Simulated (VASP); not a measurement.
# ZnCd3Se2 (P6/mmm) in VASP: a series of runs, part 2 of 2

VASP 6.6.1. The steps go on from the part before.

### 5 Single point, PBE

This run uses another cell than the first one, of 28.84 Å³/atom.

File INCAR:

```
SYSTEM = ZnCd3Se2
  PREC = Accurate
  ENCUT = 520
  EDIFF = 1E-6
  ISMEAR = 0
  SIGMA = 0.1
  LREAL = .False.
  LASPH = .True.
  NELM = 60
  ALGO = Normal
  ISIF = 2
  LWAVE = .False.
  LCHARG = .False.
  GGA = PE
  NBANDS = 39
```

File KPOINTS:

```
regular mesh
0
Gamma
  6 6 10
  0 0 0
```

File POSCAR:

```
ZnCd3Se2
1.0
    7.0892909939      0.0000000000      0.0000000000
   -3.5446454969      6.1395060955      0.0000000000
    0.0000000000      0.0000000000      3.9759911905
Zn Cd Se
1 3 2
Direct
    0.0000000000      0.0000000000      0.5000000000
    0.0000000000      0.5000000000      0.0000000000
    0.5000000000      0.0000000000      0.0000000000
    0.5000000000      0.5000000000      0.0000000000
    0.3333333333      0.6666666667      0.5000000000
    0.6666666667      0.3333333333      0.5000000000
```

Potentials or basis: VASP PAW PBE potentials, release 64 (Zn, Cd, Se).

The run is started by

```sh
$ cat potpaw_PBE.64/Zn/POTCAR potpaw_PBE.64/Cd/POTCAR potpaw_PBE.64/Se/POTCAR > POTCAR
$ mpirun -np 1 vasp_std > vasp.out
```

OUTCAR:

```text
SYSTEM = ZnCd3Se2
   PREC = Accurate
   ENCUT = 520
   EDIFF = 1E-6
   ISMEAR = 0
   LREAL = .False.
   LASPH = .True.
   NELM = 60
   ISIF = 2
   GGA = PE

 ion  position               nearest neighbor table
   1  0.000  0.000  0.500-
   2  0.000  0.500  0.000-   5 2.85   6 2.85   5 2.85   6 2.85   3 3.54   3 3.54   4 3.54   4 3.54

   3  0.500  0.000  0.000-   5 2.85   6 2.85   5 2.85   6 2.85   4 3.54   4 3.54   2 3.54   2 3.54

   4  0.500  0.500  0.000-   5 2.85   6 2.85   5 2.85   6 2.85   3 3.54   3 3.54   2 3.54   2 3.54

   5  0.333  0.667  0.500-   3 2.85   3 2.85   2 2.85   2 2.85   4 2.85   4 2.85
   6  0.667  0.333  0.500-   3 2.85   3 2.85   2 2.85   2 2.85   4 2.85   4 2.85

  LATTYP: Found a hexagonal cell.
 ALAT       =     7.0892909939
 C/A-ratio  =     0.5608446873

  Lattice vectors:

 A1 = (   7.0892909939,   0.0000000000,   0.0000000000)
 A2 = (  -3.5446454969,   6.1395060955,   0.0000000000)
 A3 = (   0.0000000000,   0.0000000000,   3.9759911905)

Analysis of symmetry for initial positions (statically):
[... 186 lines left out ...]
 fundamental gap:      0.0562339647
 Fermi energy:         1.6068880478

 k-point     1 :       0.0000    0.0000    0.0000
  band No.  band energies     occupation
      1     -12.2338      2.00000
      2     -11.6172      2.00000
      3      -7.5557      2.00000
      4      -7.3877      2.00000
      5      -7.3479      2.00000
      6      -7.3479      2.00000
[... 997 lines left out ...]
     38       6.8197      0.00000
     39       6.8292      0.00000

 [... further k-points ...]

------------------------ aborting loop because EDIFF is reached ----------------------------------------

  FORCE on cell =-STRESS in cart. coord.  units (eV):
  Direction    XX          YY          ZZ          XY          YZ          ZX
  --------------------------------------------------------------------------------------
  -------------------------------------------------------------------------------------
  Total        0.2053490      0.2053490      0.3129684      0.0000000     -0.0000000      0.0000000
  in kB        1.9011724      1.9011724      2.8975395      0.0000000     -0.0000000      0.0000000
  external PRESSURE =       2.2332948 kB  Pullay stress =       0.0000000 kB

 VOLUME and BASIS-vectors are now :
 -----------------------------------------------------------------------------
  energy-cutoff  :      520.00
  volume of cell :      173.05
      direct lattice vectors                 reciprocal lattice vectors
     7.089290994  0.000000000  0.000000000     0.141057829  0.081439776  0.000000000
    -3.544645497  6.139506095  0.000000000     0.000000000  0.162879552  0.000000000
     0.000000000  0.000000000  3.975991190     0.000000000  0.000000000  0.251509612

 POSITION                                       TOTAL-FORCE (eV/Angst)
 -----------------------------------------------------------------------------------
      0.00000      0.00000      1.98800        -0.000000      0.000000      0.000000
     -1.77232      3.06975      0.00000        -0.000000      0.000000      0.000000
      3.54465      0.00000      0.00000        -0.000000      0.000000      0.000000
      1.77232      3.06975      0.00000        -0.000000      0.000000      0.000000
     -0.00000      4.09300      1.98800        -0.000000      0.000000      0.000000
      3.54465      2.04650      1.98800         0.000000      0.000000     -0.000000
 -----------------------------------------------------------------------------------
    total drift:                                0.000000     -0.000000      0.000000

  FREE ENERGIE OF THE ION-ELECTRON SYSTEM (eV)
  ---------------------------------------------------
  free  energy   TOTEN  =       -10.3061212094 eV

  energy  without entropy=      -10.2996118503  energy(sigma->0) =      -10.30286653
```

OSZICAR:

```text
N       E                     dE             d eps       ncg     rms          rms(c)
DAV:   1     0.459526635393E+03    0.45953E+03   -0.28124E+04  3276   0.151E+03
DAV:   2     0.255113623473E+02   -0.43402E+03   -0.41614E+03  3311   0.380E+02
DAV:   3    -0.102422089327E+02   -0.35754E+02   -0.34961E+02  3816   0.109E+02
DAV:   4    -0.111151903978E+02   -0.87298E+00   -0.87135E+00  3661   0.150E+01
DAV:   5    -0.111226305831E+02   -0.74402E-02   -0.74392E-02  3746   0.135E+00    0.778E+00
DAV:   6    -0.103418579401E+02    0.78077E+00   -0.16451E+00  4104   0.817E+00    0.591E+00
DAV:   7    -0.103108441755E+02    0.31014E-01   -0.53390E-01  3685   0.270E+00    0.257E+00
DAV:   8    -0.103072108614E+02    0.36333E-02   -0.59844E-02  3528   0.165E+00    0.313E-01
DAV:   9    -0.103060086215E+02    0.12022E-02   -0.98401E-03  3640   0.734E-01    0.968E-02
DAV:  10    -0.103060737880E+02   -0.65166E-04   -0.66582E-04  3633   0.182E-01    0.665E-02
DAV:  11    -0.103061503038E+02   -0.76516E-04   -0.31648E-04  3657   0.893E-02    0.314E-02
DAV:  12    -0.103061208512E+02    0.29453E-04   -0.92814E-05  3655   0.536E-02    0.891E-03
DAV:  13    -0.103061212751E+02   -0.42388E-06   -0.13369E-05  3590   0.124E-02    0.514E-03
DAV:  14    -0.103061212094E+02    0.65729E-07   -0.18349E-07  2087   0.244E-03
   1 F= -.10306121E+02 E0= -.10302867E+02  d E =-.650936E-02
```

Run time: 6 min. Hardware: 1 thread of Intel Xeon 8259CL, shared host; peak memory 0.45 GiB.

Results:

```yaml
Free_energy: -10.3061 eV
Pressure: 0.2 GPa
Band_gap_on_the_k_mesh: zero (bands 30 and 31 overlap by 2.07 eV)
```

### 6 The runs side by side

```tsv
task	cell	k mesh	cutoff (eV)	gap on the mesh (eV)	pressure (GPa)
single point	a = 6.485, b = 6.485, c = 3.812 Å, angles 90.0, 90.0, 120.0°, 6 atoms	3 × 3 × 4	520	none	12.4
single point	a = 7.063, b = 7.063, c = 3.998 Å, angles 90.0, 90.0, 120.0°, 6 atoms	3 × 3 × 4	520	none	0.4
relaxation of cell and atoms	relaxed from a = 6.485, b = 6.485, c = 3.812 Å, angles 90.0, 90.0, 120.0°, 6 atoms	3 × 3 × 4	600	none	0.2
single point	a = 7.089, b = 7.089, c = 3.976 Å, angles 90.0, 90.0, 120.0°, 6 atoms	6 × 6 × 10	520	none	0.2
```

Alike in all rows: level PBE; potentials or basis VASP PAW PBE potentials, release 64 (Zn, Cd, Se); no spin polarisation; smearing gaussian 0.1 eV.

Caveats: some runs use coarse meshes; the volume moved by over 15 % at a fixed basis, so the end points are rough (at least some runs).

Total energies depend on the potentials used, so only differences within one code and one set of settings carry meaning.
